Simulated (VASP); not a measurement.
# AlN (km) (F-43m) in VASP: single point with PBEsol

Aim: the single point of AlN (km) with PBEsol.

Everything below comes from runs of VASP 6.6.1. Logs are shortened: lines on timing, memory, paths and dates and some standing lists are left out, and cuts for length are marked.

## 1. The cell of the first run

The structure is cubic, space group F-43m (No. 216). The conventional cell has a = 4.377 Å, b = 4.377 Å, c = 4.377 Å, α = 90.00°, β = 90.00°, γ = 90.00°. Al (site symmetry -43m) has 4 N at 1.90 Å within 2.5 Å. Within 2.5 Å of N (site symmetry -43m) lie 4 Al at 1.90 Å.

## 2. Single point, PBEsol

File INCAR:

```
ALGO = Normal
EDIFF = 1E-6
ENCUT = 600
GGA = PS
GGA_COMPAT = False
ISIF = 2
ISMEAR = 0
LASPH = True
LCHARG = False
LREAL = False
LWAVE = False
NBANDS = 11
NELM = 120
PREC = Accurate
SIGMA = 0.02
```

File KPOINTS:

```
k-points
0
Gamma
  6 6 6
```

File POSCAR:

```
AlN
1.0
    0.0000000000      2.1886758690      2.1886758690
    2.1886758690      0.0000000000      2.1886758690
    2.1886758690      2.1886758690      0.0000000000
Al N
1 1
Direct
    0.0000000000      0.0000000000      0.0000000000
    0.2500000000      0.2500000000      0.2500000000
```

Potentials or basis: VASP PAW PBE potentials, release 64 (Al, N).

Launch:

```sh
> cat potpaw_PBE.64/Al/POTCAR potpaw_PBE.64/N/POTCAR > POTCAR
> mpirun -np 1 vasp_std > vasp.out
```

OUTCAR:

```text
EDIFF = 1E-6
   ENCUT = 600
   GGA = PS
   ISIF = 2
   ISMEAR = 0
   LASPH = True
   LREAL = False
   NELM = 120
   PREC = Accurate

 ion  position               nearest neighbor table
   1  0.000  0.000  0.000-   2 1.90   2 1.90   2 1.90   2 1.90
   2  0.250  0.250  0.250-   1 1.90   1 1.90   1 1.90   1 1.90

  LATTYP: Found a face centered cubic cell.
 ALAT       =     4.3773517380

  Lattice vectors:

 A1 = (   0.0000000000,   2.1886758690,   2.1886758690)
 A2 = (   2.1886758690,   0.0000000000,   2.1886758690)
 A3 = (   2.1886758690,   2.1886758690,   0.0000000000)

Analysis of symmetry for initial positions (statically):
=====================================================================
 Subroutine PRICEL returns:
 Original cell was already a primitive cell.

 Routine SETGRP: Setting up the symmetry group for a
 face centered cubic supercell.

 Subroutine GETGRP returns: Found 24 space group operations
 (whereof 24 operations were pure point group operations)
 out of a pool of 48 trial point group operations.

The static configuration has the point symmetry T_d .

Analysis of symmetry for dynamics (positions and initial velocities):
=====================================================================
 Subroutine PRICEL returns:
 Original cell was already a primitive cell.

 Routine SETGRP: Setting up the symmetry group for a
 face centered cubic supercell.

 Subroutine GETGRP returns: Found 24 space group operations
 (whereof 24 operations were pure point group operations)
 out of a pool of 48 trial point group operations.

The dynamic configuration has the point symmetry T_d .

 Subroutine INISYM returns: Found 24 space group operations
 (whereof 24 operations are pure point group operations),
 and found     1 'primitive' translations

----------------------------------------------------------------------------------------

                                     Primitive cell

  volume of cell :      20.9688

  direct lattice vectors                    reciprocal lattice vectors
     0.000000000  2.188675869  2.188675869    -0.228448628  0.228448628  0.228448628
     2.188675869  0.000000000  2.188675869     0.228448628 -0.228448628  0.228448628
     2.188675869  2.188675869  0.000000000     0.228448628  0.228448628 -0.228448628

  length of vectors
     3.095255098  3.095255098  3.095255098     0.395684631  0.395684631  0.395684631

  position of ions in fractional coordinates (direct lattice)
     0.000000000  0.000000000  0.000000000
     0.250000000  0.250000000  0.250000000

  ion indices of the primitive-cell ions
   primitive index   ion index
                 1           1
                 2           2

----------------------------------------------------------------------------------------

 KPOINTS: k-points

Automatic generation of k-mesh.
 Grid dimensions read from file:
 generate k-points for:    6    6    6

 Generating k-lattice:

  Cartesian coordinates                     Fractional coordinates (reciprocal lattice)
    -0.038074771  0.038074771  0.038074771     0.166666667  0.000000000  0.000000000
     0.038074771 -0.038074771  0.038074771     0.000000000  0.166666667  0.000000000
     0.038074771  0.038074771 -0.038074771     0.000000000  0.000000000  0.166666667

  Length of vectors
     0.065947439  0.065947439  0.065947439

  Shift w.r.t. Gamma in fractional coordinates (k-lattice)
     0.000000000  0.000000000  0.000000000

 Subroutine IBZKPT returns following result:
 ===========================================

 Found     16 irreducible k-points:

 Following reciprocal coordinates:
            Coordinates               Weight
  0.000000  0.000000  0.000000      1.000000
  0.166667  0.000000  0.000000      8.000000
  0.333333  0.000000  0.000000      8.000000
  0.500000  0.000000  0.000000      4.000000
  0.166667  0.166667  0.000000      6.000000
  0.333333  0.166667  0.000000     24.000000
[... 8 lines left out ...]
 -0.333333  0.333333  0.166667     24.000000
 -0.333333  0.500000  0.166667     12.000000
   k-points           NKPTS =     16   k-points in BZ     NKDIM =     16   number of bands    NBANDS=     11
   number of dos      NEDOS =    301   number of ions     NIONS =      2
   total plane-waves  NPLWV =  21952
   dimension x,y,z NGX =    28 NGY =   28 NGZ =   28
   dimension x,y,z NGXF=    56 NGYF=   56 NGZF=   56
   ions per type =               1   1
   NGX,Y,Z   is equivalent  to a cutoff of  15.04, 15.04, 15.04 a.u.
   NGXF,Y,Z  is equivalent  to a cutoff of  30.08, 30.08, 30.08 a.u.
 SYSTEM =  unknown system
   PREC   = accura    normal or accurate (medium, high low for compatibility)
   ISTART =      0    job   : 0-new  1-cont  2-samecut
   ICHARG =      2    charge: 1-file 2-atom 10-const
   ISPIN  =      1    spin polarized calculation?
   LNONCOLLINEAR =      F non collinear calculations
   LSORBIT =      F    spin-orbit coupling
   LASPH  =      T    aspherical Exc in radial PAW
   ENCUT  =  600.0 eV  44.10 Ry    6.64 a.u.   6.18  6.18  6.18*2*pi/ulx,y,z
   NELM   =    120;   NELMIN=  2; NELMDL= -5     # of ELM steps
   EDIFF  = 0.1E-05   stopping-criterion for ELM
   LREAL  =      F    real-space projection
   EDIFFG = 0.1E-04   stopping-criterion for IOM
   NSW    =      0    number of steps for IOM
   IBRION =     -1    ionic relax: 0-MD 1-quasi-New 2-CG
   NFREE  =      0    steps in history (QN), initial steepest desc. (CG)
   ISIF   =      2    stress and relaxation
   ISYM   =      2    0-nonsym 1-usesym 2-fastsym
   POTIM  = 0.5000    time-step for ionic-motion
   TEBEG  =    0.0;   TEEND  =   0.0 temperature during run
   PSTRESS=    0.0 pullay stress
   NELECT =       8.0000    total number of electrons
   NUPDOWN=      -1.0000    fix difference up-down
   EMIN   =  10.00;   EMAX   =-10.00  energy-range for DOS
   EFERMI =   0.00;   METHOD = LEGACY
   ISMEAR =     0;   SIGMA  =   0.02  broadening in eV -4-tet -1-fermi 0-gaus
   EFERMI_NEDOS =   21; number of points for ismear=-14 and -15
   IALGO  =     38    algorithm
   IMIX   =      4    mixing-type and parameters
     AMIX     =   0.40;   BMIX     =  1.00
     AMIX_MAG =   1.60;   BMIX_MAG =  1.00
  volume/ion in A,a.u.               =      10.48        70.75
  Fermi-wavevector in a.u.,A,eV,Ry     =   1.187354  2.243773 19.181608  1.409808
  Thomas-Fermi vector in A             =   2.323507
   LORBIT       =      0    0 simple, 1 ext, 2 COOP (PROOUT), +10 PAW based schemes
   GGA     = PS    functional components
   LHFCALC =     F    Hartree Fock is set to
   AEXX    =    0.0000 exact exchange contribution
   IVDW    =     0    specifies the selected vdW correction
   LEPSILON=     F    determine dielectric tensor
   LRPA    =     F    only Hartree local field effects (RPA)
 non-spin polarized calculation
 Gauss-broadening in eV      SIGMA  =   0.02
  energy-cutoff  :      600.00
  volume of cell :       20.97
 maximum number of plane-waves:       725
 NGX is ok and might be reduce to    28
   NGX = 13   NGY = 13   NGZ = 13

 number of electron       7.9999999 magnetization

 Free energy of the ion-electron system (eV)
  ---------------------------------------------------
  ext. energy  EPLUGINS =         0.00000000
  ---------------------------------------------------
  free energy    TOTEN  =       -15.61100987 eV

  energy without entropy =      -15.61100987  energy(sigma->0) =      -15.61100987

 E-fermi :   5.9742     XC(G=0): -11.1010

 val. band max:        5.8199059446   @ k =   0.0000   0.0000   0.0000
 cond. band min:       9.0014922094   @ k =   0.5000   0.5000   0.0000
 fundamental gap:      3.1815862648
 Fermi energy:         5.9742223140

 k-point     1 :       0.0000    0.0000    0.0000
  band No.  band energies     occupation
      1      -9.1023      2.00000
      2       5.8199      2.00000
      3       5.8199      2.00000
      4       5.8199      2.00000
      5       9.8951      0.00000
      6      18.2235      0.00000
      7      18.2235      0.00000
      8      18.2235      0.00000
      9      23.3539      0.00000
     10      23.3539      0.00000
     11      24.6936      0.00000

 k-point     2 :       0.1667    0.0000    0.0000
  band No.  band energies     occupation
      1      -8.7029      2.00000
      2       3.9523      2.00000
      3       5.6871      2.00000
      4       5.6871      2.00000
      5      11.3205      0.00000
      6      17.3096      0.00000
      7      18.3896      0.00000
      8      18.3896      0.00000
      9      21.5359      0.00000
     10      21.5359      0.00000
     11      23.2460      0.00000

 k-point     3 :       0.3333    0.0000    0.0000
  band No.  band energies     occupation
      1      -7.7098      2.00000
      2       1.2466      2.00000
      3       5.4473      2.00000
      4       5.4473      2.00000
      5      12.6909      0.00000
      6      16.0705      0.00000
      7      17.3972      0.00000
      8      17.3972      0.00000
      9      22.9233      0.00000
     10      23.1633      0.00000
     11      23.1633      0.00000

 k-point     4 :       0.5000    0.0000    0.0000
  band No.  band energies     occupation
      1      -7.0367      2.00000
      2      -0.0677      2.00000
      3       5.3384      2.00000
      4       5.3384      2.00000
      5      13.0467      0.00000
      6      15.5415      0.00000
      7      16.8131      0.00000
      8      16.8131      0.00000
      9      23.5613      0.00000
     10      25.6995      0.00000
     11      25.6995      0.00000

 k-point     5 :       0.1667    0.1667    0.0000
  band No.  band energies     occupation
      1      -8.5712      2.00000
      2       4.0799      2.00000
      3       5.2985      2.00000
      4       5.2985      2.00000
      5      11.6008      0.00000
      6      16.8282      0.00000
      7      18.2557      0.00000
      8      18.9479      0.00000
      9      18.9479      0.00000
     10      24.1886      0.00000
     11      26.3923      0.00000
[... 99 lines left out ...]
 k-point    13 :       0.5000    0.5000    0.0000
  band No.  band energies     occupation
      1      -6.3964      2.00000
      2       0.8919      2.00000
      3       4.0370      2.00000
      4       4.0370      2.00000
      5       9.0015      0.00000
      6      14.2614      0.00000
      7      19.6062      0.00000
      8      21.3657      0.00000
      9      21.3657      0.00000
     10      29.1572      0.00000
     11      29.5857      0.00000

 k-point    14 :       0.5000    0.3333    0.1667
  band No.  band energies     occupation
      1      -7.0024      2.00000
      2       1.4824      2.00000
      3       3.4866      2.00000
      4       4.5916      2.00000
      5      12.1226      0.00000
      6      16.0998      0.00000
      7      16.5687      0.00000
      8      19.1509      0.00000
      9      21.3883      0.00000
     10      25.5674      0.00000
     11      28.7025      0.00000

 k-point    15 :      -0.3333    0.3333    0.1667
  band No.  band energies     occupation
      1      -6.5347      2.00000
      2       1.1666      2.00000
      3       2.8672      2.00000
      4       4.1577      2.00000
      5      12.1841      0.00000
      6      15.7363      0.00000
      7      17.7168      0.00000
      8      18.7623      0.00000
      9      22.4676      0.00000
     10      24.2143      0.00000
     11      29.6140      0.00000

 k-point    16 :      -0.3333    0.5000    0.1667
  band No.  band energies     occupation
      1      -6.3535      2.00000
      2       1.4839      2.00000
      3       3.0212      2.00000
      4       3.2932      2.00000
      5      10.9459      0.00000
      6      15.9640      0.00000
      7      18.6387      0.00000
      8      18.6861      0.00000
      9      22.2033      0.00000
     10      25.8288      0.00000
     11      30.2022      0.00000

------------------------ aborting loop because EDIFF is reached ----------------------------------------

  FORCE on cell =-STRESS in cart. coord.  units (eV):
  Direction    XX          YY          ZZ          XY          YZ          ZX
  --------------------------------------------------------------------------------------
  -------------------------------------------------------------------------------------
  Total       -0.0180978     -0.0180978     -0.0180978     -0.0000000      0.0000000      0.0000000
  in kB       -1.3828093     -1.3828093     -1.3828093     -0.0000000      0.0000000      0.0000000
  external PRESSURE =      -1.3828093 kB  Pullay stress =       0.0000000 kB

 VOLUME and BASIS-vectors are now :
 -----------------------------------------------------------------------------
  energy-cutoff  :      600.00
  volume of cell :       20.97
      direct lattice vectors                 reciprocal lattice vectors
     0.000000000  2.188675869  2.188675869    -0.228448628  0.228448628  0.228448628
     2.188675869  0.000000000  2.188675869     0.228448628 -0.228448628  0.228448628
     2.188675869  2.188675869  0.000000000     0.228448628  0.228448628 -0.228448628

 POSITION                                       TOTAL-FORCE (eV/Angst)
 -----------------------------------------------------------------------------------
      0.00000      0.00000      0.00000        -0.000000      0.000000      0.000000
      1.09434      1.09434      1.09434         0.000000     -0.000000     -0.000000
 -----------------------------------------------------------------------------------
    total drift:                                0.000000      0.000000      0.000000

  FREE ENERGIE OF THE ION-ELECTRON SYSTEM (eV)
  ---------------------------------------------------
  free  energy   TOTEN  =       -15.6110098675 eV

  energy  without entropy=      -15.6110098675  energy(sigma->0) =      -15.61100987
```

Wall time 9.9 s (1 thread of Intel Xeon 8259CL, shared host); peak memory 0.14 GiB.

What came out:

* Free energy: -15.6110 eV
* Pressure: -0.1 GPa
* Band gap on the k mesh: 3.18 eV, indirect (least direct gap 4.08 eV)

Caveat: the PAW data sets were made with another functional, which shifts forces and pressure a little. A k mesh can miss the band edges.
